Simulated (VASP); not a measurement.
# Ca (Fm-3m) in VASP: further runs

Ca is run at these levels: LDA; tasks: single point, relaxation of cell and atoms.

Everything below comes from runs of VASP 6.6.1. Logs are shortened: lines on timing, memory, paths and dates and some standing lists are left out, and cuts for length are marked.

## 1. The cell of the first run

The structure is cubic, space group Fm-3m (No. 225). Conventional cell: a = 5.601 Å, b = 5.601 Å, c = 5.601 Å, α = 90.00°, β = 90.00°, γ = 90.00°. Ca (site symmetry m-3m) has 12 Ca at 3.96 Å within 5.2 Å.

## 2. Single point, LDA

File INCAR:

```
ALGO = Normal
EDIFF = 1E-7
ENCUT = 520
GGA = CA
ISIF = 2
ISMEAR = 0
LASPH = True
LCHARG = False
LREAL = False
LWAVE = False
NBANDS = 11
NELM = 100
PREC = Accurate
SIGMA = 0.1
```

File KPOINTS:

```
k-points
0
Gamma
  6 6 6
```

File POSCAR:

```
Ca
1.0
    0.0000000000      2.8005000000      2.8005000000
    2.8005000000      0.0000000000      2.8005000000
    2.8005000000      2.8005000000      0.0000000000
Ca
1
Direct
    0.0000000000      0.0000000000      0.0000000000
```

Potentials or basis: VASP PAW LDA potentials, release 64 (Ca_sv).

Launch:

```console
$ cat potpaw_LDA.64/Ca_sv/POTCAR > POTCAR
$ mpirun -np 1 vasp_std > vasp.out
```

OUTCAR:

```text
EDIFF = 1E-7
   ENCUT = 520
   GGA = CA
   ISIF = 2
   ISMEAR = 0
   LASPH = True
   LREAL = False
   NELM = 100
   PREC = Accurate

 ion  position               nearest neighbor table
   1  0.000  0.000  0.000-

  LATTYP: Found a face centered cubic cell.
 ALAT       =     5.6010000000

  Lattice vectors:

 A1 = (   0.0000000000,   2.8005000000,   2.8005000000)
 A2 = (   2.8005000000,   0.0000000000,   2.8005000000)
 A3 = (   2.8005000000,   2.8005000000,   0.0000000000)

Analysis of symmetry for initial positions (statically):
=====================================================================
 Subroutine PRICEL returns:
 Original cell was already a primitive cell.

 Routine SETGRP: Setting up the symmetry group for a
 face centered cubic supercell.

 Subroutine GETGRP returns: Found 48 space group operations
 (whereof 48 operations were pure point group operations)
 out of a pool of 48 trial point group operations.

The static configuration has the point symmetry O_h .

Analysis of symmetry for dynamics (positions and initial velocities):
=====================================================================
 Subroutine PRICEL returns:
 Original cell was already a primitive cell.

 Routine SETGRP: Setting up the symmetry group for a
 face centered cubic supercell.

 Subroutine GETGRP returns: Found 48 space group operations
 (whereof 48 operations were pure point group operations)
 out of a pool of 48 trial point group operations.

The dynamic configuration has the point symmetry O_h .

 Subroutine INISYM returns: Found 48 space group operations
 (whereof 48 operations are pure point group operations),
 and found     1 'primitive' translations

----------------------------------------------------------------------------------------

                                     Primitive cell

  volume of cell :      43.9275

  direct lattice vectors                    reciprocal lattice vectors
     0.000000000  2.800500000  2.800500000    -0.178539547  0.178539547  0.178539547
     2.800500000  0.000000000  2.800500000     0.178539547 -0.178539547  0.178539547
     2.800500000  2.800500000  0.000000000     0.178539547  0.178539547 -0.178539547

  length of vectors
     3.960505081  3.960505081  3.960505081     0.309239566  0.309239566  0.309239566

  position of ions in fractional coordinates (direct lattice)
     0.000000000  0.000000000  0.000000000

  ion indices of the primitive-cell ions
   primitive index   ion index
                 1           1

----------------------------------------------------------------------------------------

 KPOINTS: k-points

Automatic generation of k-mesh.
 Grid dimensions read from file:
 generate k-points for:    6    6    6

 Generating k-lattice:

  Cartesian coordinates                     Fractional coordinates (reciprocal lattice)
    -0.029756591  0.029756591  0.029756591     0.166666667  0.000000000  0.000000000
     0.029756591 -0.029756591  0.029756591     0.000000000  0.166666667  0.000000000
     0.029756591  0.029756591 -0.029756591     0.000000000  0.000000000  0.166666667

  Length of vectors
     0.051539928  0.051539928  0.051539928

  Shift w.r.t. Gamma in fractional coordinates (k-lattice)
     0.000000000  0.000000000  0.000000000

 Subroutine IBZKPT returns following result:
 ===========================================

 Found     16 irreducible k-points:

 Following reciprocal coordinates:
            Coordinates               Weight
  0.000000  0.000000  0.000000      1.000000
  0.166667  0.000000  0.000000      8.000000
  0.333333  0.000000  0.000000      8.000000
  0.500000  0.000000  0.000000      4.000000
  0.166667  0.166667  0.000000      6.000000
  0.333333  0.166667  0.000000     24.000000
[... 8 lines left out ...]
 -0.333333  0.333333  0.166667     24.000000
 -0.333333  0.500000  0.166667     12.000000
   k-points           NKPTS =     16   k-points in BZ     NKDIM =     16   number of bands    NBANDS=     11
   number of dos      NEDOS =    301   number of ions     NIONS =      1
   total plane-waves  NPLWV =  27000
   dimension x,y,z NGX =    30 NGY =   30 NGZ =   30
   dimension x,y,z NGXF=    60 NGYF=   60 NGZF=   60
   ions per type =               1
   NGX,Y,Z   is equivalent  to a cutoff of  12.59, 12.59, 12.59 a.u.
   NGXF,Y,Z  is equivalent  to a cutoff of  25.19, 25.19, 25.19 a.u.
 SYSTEM =  unknown system
   PREC   = accura    normal or accurate (medium, high low for compatibility)
   ISTART =      0    job   : 0-new  1-cont  2-samecut
   ICHARG =      2    charge: 1-file 2-atom 10-const
   ISPIN  =      1    spin polarized calculation?
   LNONCOLLINEAR =      F non collinear calculations
   LSORBIT =      F    spin-orbit coupling
   LASPH  =      T    aspherical Exc in radial PAW
   ENCUT  =  520.0 eV  38.22 Ry    6.18 a.u.   7.36  7.36  7.36*2*pi/ulx,y,z
   NELM   =    100;   NELMIN=  2; NELMDL= -5     # of ELM steps
   EDIFF  = 0.1E-06   stopping-criterion for ELM
   LREAL  =      F    real-space projection
   EDIFFG = 0.1E-05   stopping-criterion for IOM
   NSW    =      0    number of steps for IOM
   IBRION =     -1    ionic relax: 0-MD 1-quasi-New 2-CG
   NFREE  =      0    steps in history (QN), initial steepest desc. (CG)
   ISIF   =      2    stress and relaxation
   ISYM   =      2    0-nonsym 1-usesym 2-fastsym
   POTIM  = 0.5000    time-step for ionic-motion
   TEBEG  =    0.0;   TEEND  =   0.0 temperature during run
   PSTRESS=    0.0 pullay stress
   NELECT =      10.0000    total number of electrons
   NUPDOWN=      -1.0000    fix difference up-down
   EMIN   =  10.00;   EMAX   =-10.00  energy-range for DOS
   EFERMI =   0.00;   METHOD = LEGACY
   ISMEAR =     0;   SIGMA  =   0.10  broadening in eV -4-tet -1-fermi 0-gaus
   EFERMI_NEDOS =   21; number of points for ismear=-14 and -15
   IALGO  =     38    algorithm
   IMIX   =      4    mixing-type and parameters
     AMIX     =   0.40;   BMIX     =  1.00
     AMIX_MAG =   1.60;   BMIX_MAG =  1.00
  volume/ion in A,a.u.               =      43.93       296.44
  Fermi-wavevector in a.u.,A,eV,Ry     =   0.999607  1.888983 13.595132  0.999214
  Thomas-Fermi vector in A             =   2.131908
   LORBIT       =      0    0 simple, 1 ext, 2 COOP (PROOUT), +10 PAW based schemes
   GGA     = CA    functional components
   LHFCALC =     F    Hartree Fock is set to
   AEXX    =    0.0000 exact exchange contribution
   IVDW    =     0    specifies the selected vdW correction
   LEPSILON=     F    determine dielectric tensor
   LRPA    =     F    only Hartree local field effects (RPA)
 non-spin polarized calculation
 Gauss-broadening in eV      SIGMA  =   0.10
  energy-cutoff  :      520.00
  volume of cell :       43.93
 maximum number of plane-waves:      1243
 NGX is ok and might be reduce to    30
   NGX = 15   NGY = 15   NGZ = 15

 number of electron      10.0000000 magnetization

 number of electron       9.9999998 magnetization

 Free energy of the ion-electron system (eV)
  ---------------------------------------------------
  ext. energy  EPLUGINS =         0.00000000
  ---------------------------------------------------
  free energy    TOTEN  =        -2.14051982 eV

  energy without entropy =       -2.12409748  energy(sigma->0) =       -2.13230865

 E-fermi :   1.6640     XC(G=0):  -7.8339

 val. band max:        1.6546570365   @ k =  -0.3333   0.3333   0.1667
 cond. band min:       1.6872367639   @ k =  -0.3333   0.3333   0.1667
 fundamental gap:      0.0325797274
 Fermi energy:         1.6639628560

 k-point     1 :       0.0000    0.0000    0.0000
  band No.  band energies     occupation
      1     -40.0138      2.00000
      2     -21.2288      2.00000
      3     -21.2288      2.00000
      4     -21.2288      2.00000
      5      -2.3175      2.00000
      6       3.7940      0.00000
      7       3.7940      0.00000
      8       3.7940      0.00000
      9       4.8083      0.00000
     10       4.8083      0.00000
     11      10.6675      0.00000

 k-point     2 :       0.1667    0.0000    0.0000
  band No.  band energies     occupation
      1     -40.0108      2.00000
      2     -21.2602      2.00000
      3     -21.2331      2.00000
      4     -21.2331      2.00000
      5      -1.8636      2.00000
      6       3.3719      0.00000
      7       3.9222      0.00000
      8       3.9222      0.00000
      9       4.7277      0.00000
     10       4.7277      0.00000
     11      10.0539      0.00000

 k-point     3 :       0.3333    0.0000    0.0000
  band No.  band energies     occupation
      1     -40.0048      2.00000
      2     -21.3224      2.00000
      3     -21.2419      2.00000
      4     -21.2419      2.00000
      5      -0.6350      2.00000
      6       2.4638      0.00000
      7       3.8303      0.00000
      8       3.8303      0.00000
      9       5.0836      0.00000
     10       5.0836      0.00000
     11       7.5634      0.00000

 k-point     4 :       0.5000    0.0000    0.0000
  band No.  band energies     occupation
      1     -40.0018      2.00000
      2     -21.3532      2.00000
      3     -21.2462      2.00000
      4     -21.2462      2.00000
      5       0.6124      2.00000
      6       1.5029      1.97725
      7       3.6956      0.00000
      8       3.6956      0.00000
      9       5.4630      0.00000
     10       5.4630      0.00000
     11       6.4740      0.00000
[... 127 lines left out ...]
 k-point    14 :       0.5000    0.3333    0.1667
  band No.  band energies     occupation
      1     -40.0008      2.00000
      2     -21.3215      2.00000
      3     -21.2795      2.00000
      4     -21.2569      2.00000
      5       0.3520      2.00000
      6       2.4312      0.00000
      7       2.9004      0.00000
      8       4.4001      0.00000
      9       4.9008      0.00000
     10       5.7036      0.00000
     11       7.4961      0.00000

 k-point    15 :      -0.3333    0.3333    0.1667
  band No.  band energies     occupation
      1     -39.9988      2.00000
      2     -21.3254      2.00000
      3     -21.2945      2.00000
      4     -21.2640      2.00000
      5       1.6547      1.10470
      6       1.6872      0.74205
      7       2.6994      0.00000
      8       4.2146      0.00000
      9       5.2860      0.00000
     10       6.1532      0.00000
     11       6.1658      0.00000

 k-point    16 :      -0.3333    0.5000    0.1667
  band No.  band energies     occupation
      1     -39.9978      2.00000
      2     -21.3284      2.00000
      3     -21.2926      2.00000
      4     -21.2754      2.00000
      5       1.6210      1.45633
      6       2.2001      0.00000
      7       2.3966      0.00000
      8       4.3991      0.00000
      9       5.6369      0.00000
     10       6.1297      0.00000
     11       6.5335      0.00000

------------------------ aborting loop because EDIFF is reached ----------------------------------------

  FORCE on cell =-STRESS in cart. coord.  units (eV):
  Direction    XX          YY          ZZ          XY          YZ          ZX
  --------------------------------------------------------------------------------------
  -------------------------------------------------------------------------------------
  Total       -0.6165494     -0.6165494     -0.6165494     -0.0000000     -0.0000000      0.0000000
  in kB      -22.4875292    -22.4875292    -22.4875292     -0.0000000     -0.0000000      0.0000000
  external PRESSURE =     -22.4875292 kB  Pullay stress =       0.0000000 kB

 VOLUME and BASIS-vectors are now :
 -----------------------------------------------------------------------------
  energy-cutoff  :      520.00
  volume of cell :       43.93
      direct lattice vectors                 reciprocal lattice vectors
     0.000000000  2.800500000  2.800500000    -0.178539547  0.178539547  0.178539547
     2.800500000  0.000000000  2.800500000     0.178539547 -0.178539547  0.178539547
     2.800500000  2.800500000  0.000000000     0.178539547  0.178539547 -0.178539547

 POSITION                                       TOTAL-FORCE (eV/Angst)
 -----------------------------------------------------------------------------------
      0.00000      0.00000      0.00000         0.000000      0.000000      0.000000
 -----------------------------------------------------------------------------------
    total drift:                               -0.000000     -0.000000     -0.000000

  FREE ENERGIE OF THE ION-ELECTRON SYSTEM (eV)
  ---------------------------------------------------
  free  energy   TOTEN  =        -2.1405198235 eV

  energy  without entropy=       -2.1240974824  energy(sigma->0) =       -2.13230865
```

Wall time 4 s (1 thread of AMD EPYC 9R45 (Zen 5), shared host); peak memory 0.11 GiB.

What came out:

| Property | Result |
| --- | --- |
| Free energy | -2.1405 eV |
| Pressure | -2.2 GPa |
| Band gap on the k mesh | zero (bands 5 and 6 overlap by 0.15 eV) |

Levels at points of the mesh, in eV from the Fermi level:
```
           k point  band 2  band 3  band 4  band 5  band 6  band 7  band 8  band 9
(0.00, 0.00, 0.00)  -22.89  -22.89  -22.89   -3.98    2.13    2.13    2.13    3.14
(0.50, 0.00, 0.00)  -23.02  -22.91  -22.91   -1.05   -0.16    2.03    2.03    3.80
(0.50, 0.50, 0.00)  -23.01  -22.94  -22.94   -0.48    0.49    0.90    3.79    3.97
```

(Part 1 of 2 ends here.)
